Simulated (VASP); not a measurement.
# W (Im-3m) in VASP: notebook

Aim: see how the results for W move with the level of theory and the settings. Levels: PBEsol+D3(BJ), RPBE. Tasks: single point.

Program: VASP 6.6.1. These are calculated values, not measurements. Logs are shortened: lines on timing, memory, paths and dates and some standing lists are left out, and cuts for length are marked.

## 1. The cell of the first run

It takes space group Im-3m (No. 229, cubic). The conventional cell has a = 3.206 Å, b = 3.206 Å, c = 3.206 Å, α = 90.00°, β = 90.00°, γ = 90.00°. W (site symmetry m-3m) has 14 W at 2.78 to 3.21 Å within 3.7 Å.

## 2. Single point, PBEsol+D3(BJ)

Input file INCAR:

```
PREC = Accurate ; ENCUT = 520
EDIFF = 1E-6 ; ISMEAR = -1
SIGMA = 0.05 ; LREAL = False
LASPH = True ; NELM = 80
ALGO = Fast ; ISIF = 2
LWAVE = False ; LCHARG = False
GGA = PS ; IVDW = 12
NBANDS = 13
```

Input file KPOINTS:

```
regular mesh
0
Gamma
  12 12 12
```

Input file POSCAR:

```
W
1.0
   -1.6031677168      1.6031677168      1.6031677168
    1.6031677168     -1.6031677168      1.6031677168
    1.6031677168      1.6031677168     -1.6031677168
W
1
Direct
    0.0000000000      0.0000000000      0.0000000000
```

Potentials or basis: VASP PAW PBE potentials, release 64 (W_sv).

Started as:

```sh
$ cat potpaw_PBE.64/W_sv/POTCAR > POTCAR
$ mpirun -np 1 vasp_std > vasp.out
```

OUTCAR:

```text
PREC = Accurate
   ENCUT = 520
   EDIFF = 1E-6
   ISMEAR = -1
   LREAL = False
   LASPH = True
   NELM = 80
   ISIF = 2
   GGA = PS
   IVDW = 12
 IVDW          = 12

 ion  position               nearest neighbor table
   1  0.000  0.000  0.000-

  LATTYP: Found a body centered cubic cell.
 ALAT       =     3.2063354336

  Lattice vectors:

 A1 = (  -1.6031677168,   1.6031677168,   1.6031677168)
 A2 = (   1.6031677168,  -1.6031677168,   1.6031677168)
 A3 = (   1.6031677168,   1.6031677168,  -1.6031677168)

Analysis of symmetry for initial positions (statically):
=====================================================================
 Subroutine PRICEL returns:
 Original cell was already a primitive cell.

 Routine SETGRP: Setting up the symmetry group for a
 body centered cubic supercell.

 Subroutine GETGRP returns: Found 48 space group operations
 (whereof 48 operations were pure point group operations)
 out of a pool of 48 trial point group operations.

The static configuration has the point symmetry O_h .

Analysis of symmetry for dynamics (positions and initial velocities):
=====================================================================
 Subroutine PRICEL returns:
 Original cell was already a primitive cell.

 Routine SETGRP: Setting up the symmetry group for a
 body centered cubic supercell.

 Subroutine GETGRP returns: Found 48 space group operations
 (whereof 48 operations were pure point group operations)
 out of a pool of 48 trial point group operations.

The dynamic configuration has the point symmetry O_h .

 Subroutine INISYM returns: Found 48 space group operations
 (whereof 48 operations are pure point group operations),
 and found     1 'primitive' translations

----------------------------------------------------------------------------------------

                                     Primitive cell

  volume of cell :      16.4815

  direct lattice vectors                    reciprocal lattice vectors
    -1.603167717  1.603167717  1.603167717     0.000000000  0.311882528  0.311882528
     1.603167717 -1.603167717  1.603167717     0.311882528  0.000000000  0.311882528
     1.603167717  1.603167717 -1.603167717     0.311882528  0.311882528  0.000000000

  length of vectors
     2.776767939  2.776767939  2.776767939     0.441068501  0.441068501  0.441068501

  position of ions in fractional coordinates (direct lattice)
     0.000000000  0.000000000  0.000000000

  ion indices of the primitive-cell ions
   primitive index   ion index
                 1           1

----------------------------------------------------------------------------------------

 KPOINTS: regular mesh

Automatic generation of k-mesh.
 Grid dimensions read from file:
 generate k-points for:   12   12   12

 Generating k-lattice:

  Cartesian coordinates                     Fractional coordinates (reciprocal lattice)
     0.000000000  0.025990211  0.025990211     0.083333333  0.000000000  0.000000000
     0.025990211  0.000000000  0.025990211     0.000000000  0.083333333  0.000000000
     0.025990211  0.025990211  0.000000000     0.000000000  0.000000000  0.083333333

  Length of vectors
     0.036755708  0.036755708  0.036755708

  Shift w.r.t. Gamma in fractional coordinates (k-lattice)
     0.000000000  0.000000000  0.000000000

 Subroutine IBZKPT returns following result:
 ===========================================

 Found     72 irreducible k-points:

 Following reciprocal coordinates:
            Coordinates               Weight
  0.000000  0.000000  0.000000      1.000000
  0.083333  0.000000  0.000000     12.000000
  0.166667  0.000000  0.000000     12.000000
  0.250000  0.000000  0.000000     12.000000
  0.333333  0.000000  0.000000     12.000000
  0.416667  0.000000  0.000000     12.000000
[... 16 lines left out ...]
  0.333333  0.083333  0.083333     24.000000
  0.416667  0.083333  0.083333     12.000000
 [... further k-points ...]
   k-points           NKPTS =     72   k-points in BZ     NKDIM =     72   number of bands    NBANDS=     13
   number of dos      NEDOS =    301   number of ions     NIONS =      1
   total plane-waves  NPLWV =  13824
   dimension x,y,z NGX =    24 NGY =   24 NGZ =   24
   dimension x,y,z NGXF=    48 NGYF=   48 NGZF=   48
   ions per type =               1
   NGX,Y,Z   is equivalent  to a cutoff of  14.37, 14.37, 14.37 a.u.
   NGXF,Y,Z  is equivalent  to a cutoff of  28.74, 28.74, 28.74 a.u.
 SYSTEM =  unknown system
   PREC   = accura    normal or accurate (medium, high low for compatibility)
   ISTART =      0    job   : 0-new  1-cont  2-samecut
   ICHARG =      2    charge: 1-file 2-atom 10-const
   ISPIN  =      1    spin polarized calculation?
   LNONCOLLINEAR =      F non collinear calculations
   LSORBIT =      F    spin-orbit coupling
   LASPH  =      T    aspherical Exc in radial PAW
   ENCUT  =  520.0 eV  38.22 Ry    6.18 a.u.   5.16  5.16  5.16*2*pi/ulx,y,z
   NELM   =     80;   NELMIN=  2; NELMDL= -5     # of ELM steps
   EDIFF  = 0.1E-05   stopping-criterion for ELM
   LREAL  =      F    real-space projection
   EDIFFG = 0.1E-04   stopping-criterion for IOM
   NSW    =      0    number of steps for IOM
   IBRION =     -1    ionic relax: 0-MD 1-quasi-New 2-CG
   NFREE  =      0    steps in history (QN), initial steepest desc. (CG)
   ISIF   =      2    stress and relaxation
   ISYM   =      2    0-nonsym 1-usesym 2-fastsym
   POTIM  = 0.5000    time-step for ionic-motion
   TEBEG  =    0.0;   TEEND  =   0.0 temperature during run
   PSTRESS=    0.0 pullay stress
   NELECT =      14.0000    total number of electrons
   NUPDOWN=      -1.0000    fix difference up-down
   EMIN   =  10.00;   EMAX   =-10.00  energy-range for DOS
   EFERMI =   0.00;   METHOD = LEGACY
   ISMEAR =    -1;   SIGMA  =   0.05  broadening in eV -4-tet -1-fermi 0-gaus
   EFERMI_NEDOS =   21; number of points for ismear=-14 and -15
   IALGO  =     68    algorithm
   IMIX   =      4    mixing-type and parameters
     AMIX     =   0.40;   BMIX     =  1.00
     AMIX_MAG =   1.60;   BMIX_MAG =  1.00
  volume/ion in A,a.u.               =      16.48       111.22
  Fermi-wavevector in a.u.,A,eV,Ry     =   1.550429  2.929886 32.706094  2.403830
  Thomas-Fermi vector in A             =   2.655094
   LORBIT       =      0    0 simple, 1 ext, 2 COOP (PROOUT), +10 PAW based schemes
   GGA     = PS    functional components
   LHFCALC =     F    Hartree Fock is set to
   AEXX    =    0.0000 exact exchange contribution
   IVDW    =    12    specifies the selected vdW correction
   LEPSILON=     F    determine dielectric tensor
   LRPA    =     F    only Hartree local field effects (RPA)
 non-spin polarized calculation
 RMM-DIIS sequential band-by-band and
  energy-cutoff  :      520.00
  volume of cell :       16.48
 maximum number of plane-waves:       466
 NGX is ok and might be reduce to    24
   NGX = 11   NGY = 11   NGZ = 11

 number of electron      14.0000001 magnetization

 Free energy of the ion-electron system (eV)
  ---------------------------------------------------
  ext. energy  EPLUGINS =         0.00000000
  ---------------------------------------------------
  free energy    TOTEN  =       -13.77391837 eV

  energy without entropy =      -13.76973751  energy(sigma->0) =      -13.77182794

 E-fermi :  10.6096     XC(G=0): -13.5428

 val. band max:       10.6051251219   @ k =  -0.2500   0.3333   0.1667
 cond. band min:      10.6476186246   @ k =  -0.1667   0.1667   0.0833
 fundamental gap:      0.0424935027
 Fermi energy:        10.6095558344

 k-point     1 :       0.0000    0.0000    0.0000
  band No.  band energies     occupation
      1     -63.4907      2.00000
      2     -27.1009      2.00000
      3     -27.1009      2.00000
      4     -27.1009      2.00000
      5       1.2861      2.00000
      6       9.5455      2.00000
      7       9.5455      2.00000
      8       9.5455      2.00000
      9      12.8580      0.00000
     10      12.8580      0.00000
     11      25.1734      0.00000
     12      25.1734      0.00000
     13      25.1734      0.00000

 k-point     2 :       0.0833    0.0000    0.0000
  band No.  band energies     occupation
      1     -63.4832      2.00000
      2     -27.1825      2.00000
      3     -27.1266      2.00000
      4     -27.1012      2.00000
      5       1.6050      2.00000
      6       9.3565      2.00000
      7       9.4968      2.00000
      8       9.8533      2.00000
      9      12.5787      0.00000
     10      12.8626      0.00000
     11      25.4309      0.00000
     12      25.7170      0.00000
     13      25.9066      0.00000

 k-point     3 :       0.1667    0.0000    0.0000
  band No.  band energies     occupation
      1     -63.4626      2.00000
      2     -27.4010      2.00000
      3     -27.1964      2.00000
      4     -27.1021      2.00000
      5       2.4821      2.00000
      6       8.8798      2.00000
      7       9.2562      2.00000
      8      10.7541      0.10515
      9      12.2048      0.00000
     10      12.9057      0.00000
     11      25.8387      0.00000
     12      27.2478      0.00000
     13      27.2804      0.00000
[... 305 lines left out ...]
 k-point    23 :       0.3333    0.0833    0.0833
  band No.  band energies     occupation
      1     -63.3824      2.00000
      2     -28.1132      2.00000
      3     -27.4869      2.00000
      4     -27.1800      2.00000
      5       5.3304      2.00000
      6       7.3765      2.00000
      7       9.6100      2.00000
      8      12.9556      0.00000
      9      13.5966      0.00000
     10      16.9915      0.00000
     11      21.2177      0.00000
     12      23.2271      0.00000
     13      26.7024      0.00000

 k-point    24 :       0.4167    0.0833    0.0833
  band No.  band energies     occupation
      1     -63.3757      2.00000
      2     -28.1616      2.00000
      3     -27.5239      2.00000
      4     -27.1820      2.00000
      5       5.3139      2.00000
      6       7.2818      2.00000
      7      10.3818      1.97921
      8      12.9704      0.00000
      9      13.7000      0.00000
     10      17.7783      0.00000
     11      20.0901      0.00000
     12      22.7801      0.00000
     13      26.1623      0.00000

 [... further k-points ...]

------------------------ aborting loop because EDIFF is reached ----------------------------------------

 Edisp (eV)   -0.71505

 E8    (eV) :    -0.5243

  FORCE on cell =-STRESS in cart. coord.  units (eV):
  Direction    XX          YY          ZZ          XY          YZ          ZX
  --------------------------------------------------------------------------------------
  -------------------------------------------------------------------------------------
  Total      -2.12042    -2.12042    -2.12042     0.00000    -0.00000     0.00000
  in kB    -206.12713  -206.12713  -206.12713     0.00000    -0.00000     0.00000
  external pressure =     -206.13 kB  Pullay stress =        0.00 kB

 VOLUME and BASIS-vectors are now :
 -----------------------------------------------------------------------------
  energy-cutoff  :      520.00
  volume of cell :       16.48
      direct lattice vectors                 reciprocal lattice vectors
    -1.603167717  1.603167717  1.603167717     0.000000000  0.311882528  0.311882528
     1.603167717 -1.603167717  1.603167717     0.311882528  0.000000000  0.311882528
     1.603167717  1.603167717 -1.603167717     0.311882528  0.311882528  0.000000000

 POSITION                                       TOTAL-FORCE (eV/Angst)
 -----------------------------------------------------------------------------------
      0.00000      0.00000      0.00000         0.000000      0.000000      0.000000
 -----------------------------------------------------------------------------------
    total drift:                               -0.000000      0.000000      0.000000

  FREE ENERGIE OF THE ION-ELECTRON SYSTEM (eV)
  ---------------------------------------------------
  free  energy   TOTEN  =       -14.4889730492 eV

  energy  without entropy=      -14.4847921859  energy(sigma->0) =      -14.48688262
```

Wall time 17 s (1 thread of AMD EPYC 7R43 (Zen 3), shared host); peak memory 0.12 GiB.

Results:

```yaml
Free_energy: -14.4890 eV
Pressure: -20.6 GPa
Band_gap_on_the_k_mesh: zero (band 7 reaches 15.61 eV, above the bottom of band 8 at 9.55 eV)
Dispersion_energy_per_atom: -0.715 eV
```

Caveat: the PAW data sets were made with another functional, which shifts forces and pressure a little; spin-orbit coupling is left out, which moves the levels of the heavy elements; pairwise dispersion overbinds metals, which lowers pressure and volume.

## 3. Single point, PBEsol+D3(BJ)

This run uses another cell than the first one, of 16.80 Å³/atom, 1.019 times its volume.

Input file INCAR:

```
SYSTEM = W
PREC = Accurate ; ENCUT = 520
EDIFF = 1E-6 ; ISMEAR = -1
SIGMA = 0.05 ; LREAL = .False.
LASPH = .True. ; NELM = 80
ALGO = Fast ; ISIF = 2
LWAVE = .False. ; LCHARG = .False.
GGA = PS ; IVDW = 12
NBANDS = 13
```

Input file KPOINTS:

```
regular mesh
0
Gamma
  12 12 12
  0 0 0
```

Input file POSCAR:

```
W
1.0
   -1.6133792515      1.6133792515      1.6133792515
    1.6133792515     -1.6133792515      1.6133792515
    1.6133792515      1.6133792515     -1.6133792515
W
1
Direct
    0.0000000000      0.0000000000      0.0000000000
```

Potentials or basis: VASP PAW PBE potentials, release 64 (W_sv).

Started as:

```sh
$ cat potpaw_PBE.64/W_sv/POTCAR > POTCAR
$ mpirun -np 1 vasp_std > vasp.out
```

It took 18 s on 1 thread of AMD EPYC 7R43 (Zen 3), shared host; peak memory 0.12 GiB.

Results (log left out):

```yaml
Free_energy: -14.4437 eV
Pressure: -25.2 GPa
Band_gap_on_the_k_mesh: zero (band 7 reaches 15.22 eV, above the bottom of band 8 at 9.31 eV)
Dispersion_energy_per_atom: -0.702 eV
```

Levels at points of the mesh, in eV from the Fermi level:
```
           k point  band 3  band 4  band 5  band 6  band 7  band 8  band 9  band 10  band 11  band 12
(0.00, 0.00, 0.00)  -37.76  -37.76   -9.21   -1.03   -1.03   -1.03    2.21     2.21    14.52    14.52
(0.50, 0.00, 0.00)  -38.11  -37.76   -5.81   -3.19    0.63    2.07    2.98     5.77    10.26    11.46
(0.50, 0.50, 0.50)  -38.51  -38.51   -5.29   -5.29    4.88    4.88    4.88     7.92     7.92     7.92
```

Caveat: the PAW data sets were made with another functional, which shifts forces and pressure a little; spin-orbit coupling is left out, which moves the levels of the heavy elements; pairwise dispersion overbinds metals, which lowers pressure and volume.

## 4. Single point, RPBE

Input file INCAR:

```
SYSTEM = W
ALGO     = Normal         ! electronic algorithm
EDIFF    = 1E-7           ! SCF threshold, eV
ENCUT    = 520            ! plane-wave cutoff, eV
GGA      = RP             ! functional
ISIF     = 2              ! what is computed and relaxed
ISMEAR   = -1             ! smearing method
LASPH    = .TRUE.         ! aspherical terms in the spheres
LCHARG   = .FALSE.        ! write CHGCAR
LREAL    = .FALSE.        ! projectors in reciprocal space
LWAVE    = .FALSE.        ! write WAVECAR
NBANDS   = 13             ! bands
NELM     = 60             ! most SCF steps
PREC     = Accurate       ! precision mode
SIGMA    = 0.05           ! smearing width, eV
```

Input file KPOINTS:

```
k-points
0
G
  12 12 12
  0 0 0
```

Input file POSCAR:

```
W
1.0
   -1.6031677168      1.6031677168      1.6031677168
    1.6031677168     -1.6031677168      1.6031677168
    1.6031677168      1.6031677168     -1.6031677168
W
1
Direct
    0.0000000000      0.0000000000      0.0000000000
```

Started as:

```sh
$ cat potpaw_PBE.64/W_sv/POTCAR > POTCAR
$ mpirun -np 1 vasp_std > vasp.out
```

Wall time 14 s (1 thread of AMD EPYC 7R43 (Zen 3), shared host); peak memory 0.11 GiB.

Results (log left out):

| Property | Result |
| --- | --- |
| Free energy | -12.4063 eV |
| Pressure | -1.9 GPa |
| Band gap on the k mesh | zero (band 7 reaches 15.85 eV, above the bottom of band 8 at 9.81 eV) |

Levels at points of the mesh, in eV from the Fermi level:
| k point | band 5 | band 6 | band 7 | band 8 | band 9 | band 10 |
| --- | --- | --- | --- | --- | --- | --- |
| (0.00, 0.00, 0.00) | -9.31 | -1.05 | -1.05 | -1.05 | 2.30 | 2.30 |
| (0.50, 0.00, 0.00) | -5.91 | -3.27 | 0.64 | 2.17 | 3.10 | 5.91 |
| (0.50, 0.50, 0.50) | -5.41 | -5.41 | 4.99 | 4.99 | 4.99 | 8.03 |

Caveat: the PAW data sets were made with another functional, which shifts forces and pressure a little; spin-orbit coupling is left out, which moves the levels of the heavy elements.

## 5. The runs side by side

| level | cell | gap on the mesh (eV) | pressure (GPa) |
| --- | --- | --- | --- |
| PBEsol+D3(BJ) | a = 2.777 Å, angles 109.5°, 1 atom | none | -20.6 |
| PBEsol+D3(BJ) | a = 2.794 Å, angles 109.5°, 1 atom | none | -25.2 |
| RPBE | a = 2.777 Å, angles 109.5°, 1 atom | none | -1.9 |

Alike in all rows: task single point; potentials or basis VASP PAW PBE potentials, release 64 (W_sv); no spin polarisation; k mesh 12 × 12 × 12; cutoff (eV) 520; smearing fermi-dirac 0.05 eV.

Caveats: the PAW data sets were made with another functional, which shifts forces and pressure a little; spin-orbit coupling is left out, which moves the levels of the heavy elements; pairwise dispersion overbinds metals, which lowers pressure and volume (some runs).

Absolute energies hang on the potentials; compare differences alone.
